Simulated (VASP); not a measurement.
# MoS2 in VASP: further runs

The runs below take MoS2 through relaxation of cell and atoms, single point, with PBEsol.

All numbers are computed with VASP 6.6.1; they aren't measurements. Logs are shortened: lines on timing, memory, paths and dates and some standing lists are left out, and cuts for length are marked.

### Step 1. The cell of the first run

The cell holds a slab with vacuum, 3 atoms: a = 3.184 Å, b = 3.184 Å, c = 17.335 Å, α = 90.00°, β = 90.00°, γ = 120.00°.

### Step 2. Relaxation of cell and atoms, PBEsol

Contents of INCAR:

```
PREC     = Accurate       # precision mode
ENCUT    = 600            # plane-wave cutoff, eV
EDIFF    = 1E-6           # SCF threshold, eV
ISMEAR   = 0              # smearing method
SIGMA    = 0.02           # smearing width, eV
LREAL    = F              # projectors in reciprocal space
LASPH    = T              # aspherical terms in the spheres
NELM     = 60             # most SCF steps
ALGO     = Normal         # electronic algorithm
ISIF     = 3              # what is computed and relaxed
LWAVE    = F              # write WAVECAR
LCHARG   = F              # write CHGCAR
GGA      = PS             # functional
IBRION   = 2              # ionic algorithm
NSW      = 100            # ionic steps
EDIFFG   = -0.005         # ionic threshold
```

Contents of KPOINTS:

```
Automatic mesh
0
Gamma
  12 12 2
```

Contents of POSCAR:

```
MoS2
1.0
    3.1841260822      0.0000000000      0.0000000000
   -1.5920630411      2.7575340760      0.0000000000
    0.0000000000      0.0000000000     17.3345999500
Mo S
1 2
Direct
    0.0000000000      0.0000000000      0.0000000000
    0.3333333300      0.6666666700      0.0894929800
    0.3333333300      0.6666666700      0.9105070200
```

Potentials or basis: VASP PAW PBE potentials, release 64 (Mo_sv, S).

Started as:

```console
cat potpaw_PBE.64/Mo_sv/POTCAR potpaw_PBE.64/S/POTCAR > POTCAR
mpirun -np 1 vasp_std > vasp.out
```

OUTCAR:

```text
PREC = Accurate
   ENCUT = 600
   EDIFF = 1E-6
   ISMEAR = 0
   LREAL = F
   LASPH = T
   NELM = 60
   ISIF = 3
   GGA = PS
   IBRION = 2
   NSW = 100
   EDIFFG = -0.005

 ion  position               nearest neighbor table
   1  0.000  0.000  0.000-   2 2.41   3 2.41   2 2.41   3 2.41   2 2.41   3 2.41
   2  0.333  0.667  0.089-   1 2.41   1 2.41   1 2.41
   3  0.333  0.667  0.911-   1 2.41   1 2.41   1 2.41

  LATTYP: Found a hexagonal cell.
 ALAT       =     3.1841260822
 C/A-ratio  =     5.4440683260

  Lattice vectors:

 A1 = (   3.1841260822,   0.0000000000,   0.0000000000)
 A2 = (  -1.5920630411,   2.7575340760,   0.0000000000)
 A3 = (   0.0000000000,   0.0000000000,  17.3345999500)

Analysis of symmetry for initial positions (statically):
=====================================================================
 Subroutine PRICEL returns:
 Original cell was already a primitive cell.

 Routine SETGRP: Setting up the symmetry group for a
 hexagonal supercell.

 Subroutine GETGRP returns: Found 12 space group operations
 (whereof 12 operations were pure point group operations)
 out of a pool of 24 trial point group operations.

The static configuration has the point symmetry D_3h.

Analysis of symmetry for dynamics (positions and initial velocities):
=====================================================================
 Subroutine PRICEL returns:
 Original cell was already a primitive cell.

 Routine SETGRP: Setting up the symmetry group for a
 hexagonal supercell.

 Subroutine GETGRP returns: Found 12 space group operations
 (whereof 12 operations were pure point group operations)
 out of a pool of 24 trial point group operations.

The dynamic configuration has the point symmetry D_3h.

 Subroutine INISYM returns: Found 12 space group operations
 (whereof 12 operations are pure point group operations),
 and found     1 'primitive' translations

----------------------------------------------------------------------------------------

                                     Primitive cell

  volume of cell :     152.2036

  direct lattice vectors                    reciprocal lattice vectors
     3.184126082  0.000000000  0.000000000     0.314057915  0.181321422  0.000000000
    -1.592063041  2.757534076  0.000000000     0.000000000  0.362642844  0.000000000
     0.000000000  0.000000000 17.334599950     0.000000000  0.000000000  0.057688092

  length of vectors
     3.184126082  3.184126082 17.334599950     0.362642844  0.362642844  0.057688092

  position of ions in fractional coordinates (direct lattice)
     0.000000000  0.000000000  0.000000000
     0.333333330  0.666666670  0.089492980
     0.333333330  0.666666670  0.910507020

  ion indices of the primitive-cell ions
   primitive index   ion index
                 1           1
                 2           2
                 3           3

----------------------------------------------------------------------------------------

 KPOINTS: Automatic mesh

Automatic generation of k-mesh.
 Grid dimensions read from file:
 generate k-points for:   12   12    2

 Generating k-lattice:

  Cartesian coordinates                     Fractional coordinates (reciprocal lattice)
     0.026171493  0.015110119  0.000000000     0.083333333 -0.000000000  0.000000000
     0.000000000  0.030220237  0.000000000     0.000000000  0.083333333  0.000000000
     0.000000000  0.000000000  0.028844046     0.000000000  0.000000000  0.500000000

  Length of vectors
     0.030220237  0.030220237  0.028844046

  Shift w.r.t. Gamma in fractional coordinates (k-lattice)
     0.000000000  0.000000000  0.000000000

 Subroutine IBZKPT returns following result:
 ===========================================

 Found     38 irreducible k-points:

 Following reciprocal coordinates:
            Coordinates               Weight
  0.000000  0.000000  0.000000      1.000000
  0.083333  0.000000  0.000000      6.000000
  0.166667  0.000000  0.000000      6.000000
  0.250000  0.000000  0.000000      6.000000
  0.333333  0.000000  0.000000      6.000000
  0.416667 -0.000000  0.000000      6.000000
[... 16 lines left out ...]
  0.250000  0.000000  0.500000      6.000000
  0.333333  0.000000  0.500000      6.000000
 [... further k-points ...]
   k-points           NKPTS =     38   k-points in BZ     NKDIM =     38   number of bands    NBANDS=     17
   number of dos      NEDOS =    301   number of ions     NIONS =      3
   total plane-waves  NPLWV = 109760
   dimension x,y,z NGX =    28 NGY =   28 NGZ =  140
   dimension x,y,z NGXF=    56 NGYF=   56 NGZF=  280
   ions per type =               1   2
   NGX,Y,Z   is equivalent  to a cutoff of  14.62, 14.62, 13.43 a.u.
   NGXF,Y,Z  is equivalent  to a cutoff of  29.24, 29.24, 26.85 a.u.
 SYSTEM =  unknown system
   PREC   = accura    normal or accurate (medium, high low for compatibility)
   ISTART =      0    job   : 0-new  1-cont  2-samecut
   ICHARG =      2    charge: 1-file 2-atom 10-const
   ISPIN  =      1    spin polarized calculation?
   LNONCOLLINEAR =      F non collinear calculations
   LSORBIT =      F    spin-orbit coupling
   LASPH  =      T    aspherical Exc in radial PAW
   ENCUT  =  600.0 eV  44.10 Ry    6.64 a.u.   6.36  6.36 34.62*2*pi/ulx,y,z
   NELM   =     60;   NELMIN=  2; NELMDL= -5     # of ELM steps
   EDIFF  = 0.1E-05   stopping-criterion for ELM
   LREAL  =      F    real-space projection
   EDIFFG = -.5E-02   stopping-criterion for IOM
   NSW    =    100    number of steps for IOM
   IBRION =      2    ionic relax: 0-MD 1-quasi-New 2-CG
   NFREE  =      1    steps in history (QN), initial steepest desc. (CG)
   ISIF   =      3    stress and relaxation
   ISYM   =      2    0-nonsym 1-usesym 2-fastsym
   POTIM  = 0.5000    time-step for ionic-motion
   TEBEG  =    0.0;   TEEND  =   0.0 temperature during run
   PSTRESS=    0.0 pullay stress
   NELECT =      26.0000    total number of electrons
   NUPDOWN=      -1.0000    fix difference up-down
   EMIN   =  10.00;   EMAX   =-10.00  energy-range for DOS
   EFERMI =   0.00;   METHOD = LEGACY
   ISMEAR =     0;   SIGMA  =   0.02  broadening in eV -4-tet -1-fermi 0-gaus
   EFERMI_NEDOS =   21; number of points for ismear=-14 and -15
   IALGO  =     38    algorithm
   IMIX   =      4    mixing-type and parameters
     AMIX     =   0.40;   BMIX     =  1.00
     AMIX_MAG =   1.60;   BMIX_MAG =  1.00
  volume/ion in A,a.u.               =      50.73       342.37
  Fermi-wavevector in a.u.,A,eV,Ry     =   0.908359  1.716550 11.226391  0.825116
  Thomas-Fermi vector in A             =   2.032276
   LORBIT       =      0    0 simple, 1 ext, 2 COOP (PROOUT), +10 PAW based schemes
   GGA     = PS    functional components
   LHFCALC =     F    Hartree Fock is set to
   AEXX    =    0.0000 exact exchange contribution
   IVDW    =     0    specifies the selected vdW correction
   LEPSILON=     F    determine dielectric tensor
   LRPA    =     F    only Hartree local field effects (RPA)
 conjugate gradient relaxation of ions
 non-spin polarized calculation
 Gauss-broadening in eV      SIGMA  =   0.02
  energy-cutoff  :      600.00
  volume of cell :      152.20
 maximum number of plane-waves:      5122
 NGX is ok and might be reduce to    28
   NGX = 13   NGY = 13   NGZ = 69

--------------------------------------- Ionic step        1  -------------------------------------------

 number of electron      26.0000001 magnetization

 Free energy of the ion-electron system (eV)
  ---------------------------------------------------
  ext. energy  EPLUGINS =         0.00000000
  ---------------------------------------------------
  free energy    TOTEN  =       -23.40797126 eV

  energy without entropy =      -23.40797126  energy(sigma->0) =      -23.40797126

------------------------ aborting loop because EDIFF is reached ----------------------------------------

  FORCE on cell =-STRESS in cart. coord.  units (eV):
  Direction    XX          YY          ZZ          XY          YZ          ZX
  --------------------------------------------------------------------------------------
  -------------------------------------------------------------------------------------
  Total       -1.4143100     -1.4143100     -0.4752433      0.0000000     -0.0000000      0.0000000
  in kB      -14.8877899    -14.8877899     -5.0026673      0.0000000     -0.0000000      0.0000000
  external PRESSURE =     -11.5927490 kB  Pullay stress =       0.0000000 kB
[... 92 lines left out ...]
  FREE ENERGIE OF THE ION-ELECTRON SYSTEM (eV)
  ---------------------------------------------------
  free  energy   TOTEN  =       -23.4228913783 eV

  energy  without entropy=      -23.4228913783  energy(sigma->0) =      -23.42289138

[... ionic steps 4 to 18 ...]

--------------------------------------- Ionic step       19  -------------------------------------------

 number of electron      26.0000003 magnetization

------------------------ aborting loop because EDIFF is reached ----------------------------------------

  FORCE on cell =-STRESS in cart. coord.  units (eV):
  Direction    XX          YY          ZZ          XY          YZ          ZX
  --------------------------------------------------------------------------------------
  -------------------------------------------------------------------------------------
  Total        0.0166543      0.0166543      0.0016144      0.0000000      0.0000000     -0.0000000
  in kB        0.1797836      0.1797836      0.0174278      0.0000000      0.0000000     -0.0000000
  external PRESSURE =       0.1256650 kB  Pullay stress =       0.0000000 kB
[... 59 lines left out ...]
  energy  without entropy=      -23.4265493872  energy(sigma->0) =      -23.42654939

--------------------------------------- Ionic step       21  -------------------------------------------

 number of electron      26.0000003 magnetization

 Free energy of the ion-electron system (eV)
  ---------------------------------------------------
  ext. energy  EPLUGINS =         0.00000000
  ---------------------------------------------------
  free energy    TOTEN  =       -23.42655015 eV

  energy without entropy =      -23.42655015  energy(sigma->0) =      -23.42655015

 E-fermi :  -1.2528     XC(G=0):  -4.4641

 val. band max:       -1.3654174198   @ k =   0.3333   0.3333   0.0000
 cond. band min:       0.4453444298   @ k =   0.3333   0.3333   0.0000
 fundamental gap:      1.8107618496
 Fermi energy:        -1.2528113461

 k-point     1 :       0.0000    0.0000    0.0000
  band No.  band energies     occupation
      1     -62.0632      2.00000
      2     -36.2760      2.00000
      3     -36.0118      2.00000
      4     -36.0118      2.00000
      5     -15.5868      2.00000
      6     -14.2253      2.00000
[... 9 lines left out ...]
     16       1.8086      0.00000
     17       1.8086      0.00000
[... 443 lines left out ...]
      1     -62.0292      2.00000
      2     -36.3387      2.00000
      3     -36.2096      2.00000
      4     -36.0869      2.00000
      5     -14.1750      2.00000
      6     -13.6575      2.00000
[... 9 lines left out ...]
     16       2.1554      0.00000
     17       2.9083      0.00000

 [... further k-points ...]

------------------------ aborting loop because EDIFF is reached ----------------------------------------

  FORCE on cell =-STRESS in cart. coord.  units (eV):
  Direction    XX          YY          ZZ          XY          YZ          ZX
  --------------------------------------------------------------------------------------
  -------------------------------------------------------------------------------------
  Total        0.0101596      0.0101596     -0.0091080     -0.0000000     -0.0000000     -0.0000000
  in kB        0.1096657      0.1096657     -0.0983149     -0.0000000     -0.0000000     -0.0000000
  external PRESSURE =       0.0403388 kB  Pullay stress =       0.0000000 kB
[... 18 lines left out ...]
  FREE ENERGIE OF THE ION-ELECTRON SYSTEM (eV)
  ---------------------------------------------------
  free  energy   TOTEN  =       -23.4265501515 eV

  energy  without entropy=      -23.4265501515  energy(sigma->0) =      -23.42655015

 reached required accuracy - stopping structural energy minimisation
```

It took 12 min on 1 thread of Intel Xeon Platinum 8559C (Emerald Rapids), shared host; peak memory 0.42 GiB.

What came out:

| Item | Value |
| --- | --- |
| Free energy | -23.4266 eV |
| Relaxed cell | a = 3.141 Å, b = 3.141 Å, c = 17.376 Å, α = 90.00°, β = 90.00°, γ = 120.00° |
| Space group after relaxing (to 0.1 Å) | P-6m2 (No. 187) |
| Energy gained by relaxing | 6.2 meV/atom |
| Ionic steps | 21 |
| Largest force after relaxing | 0.005 eV/Å |
| Band gap on the k mesh | 1.81 eV |

Forces on the atoms (eV/Å):
```
Mo   0.000  0.000  0.000
S    0.000  0.000  0.005
S    0.000  0.000 -0.005
```

The path:
```
step  energy change (eV)  largest force (eV/Å)  pressure (GPa)  volume (Å³)
   1              0.0000                0.1463           -1.16       152.20
   2              0.0156                0.7423            2.10       144.25
   3             -0.0149                0.2032            0.09       148.86
   4             -0.0182                0.0630           -0.05       148.35
   5             -0.0186                0.0013           -0.01       148.48
   6             -0.0186                0.0055           -0.01       148.48
   7             -0.0176                0.1033            0.04       148.67
   8             -0.0185                0.0091            0.00       148.49
   9             -0.0186                0.0084           -0.01       148.49
  10             -0.0186                0.0063           -0.01       148.48
  11             -0.0186                0.0064           -0.01       148.48
  12             -0.0186                0.0063           -0.01       148.48
  13             -0.0186                0.0064           -0.01       148.47
  14             -0.0186                0.0063           -0.01       148.47
  15             -0.0186                0.0064           -0.02       148.45
  16             -0.0186                0.0061            0.00       148.42
  17             -0.0186                0.0054            0.02       148.37
  18             -0.0186                0.0060            0.01       148.41
  19             -0.0186                0.0062            0.01       148.42
  20             -0.0186                0.0064            0.01       148.42
  21             -0.0186                0.0047            0.00       148.43
```

Final structure:
```xyz
3
Lattice="3.1406 0.0000 0.0000 -1.5703 2.7199 0.0000 0.0000 0.0000 17.3761" Properties=species:S:1:pos:R:3 pbc="T T T"
Mo    0.0000    0.0000    0.0000
S     0.0000    1.8132    1.5582
S     0.0000    1.8132   15.8179
```

Levels at points of the mesh, in eV from the valence-band top:
```
           k point  band 11  band 12  band 13  band 14  band 15  band 16
(0.00, 0.00, 0.00)    -1.46    -1.46    -0.08     2.90     2.90     3.17
(0.50, 0.00, 0.00)    -1.93    -0.88    -0.66     2.41     2.92     3.97
(0.00, 0.00, 0.50)    -1.46    -1.46    -0.08     2.90     2.90     3.17
(0.50, 0.00, 0.50)    -1.93    -0.88    -0.66     2.41     2.92     3.97
```

Caveat: the PAW data sets were made with another functional, which shifts forces and pressure a little.

(Part 1 of 2 ends here.)
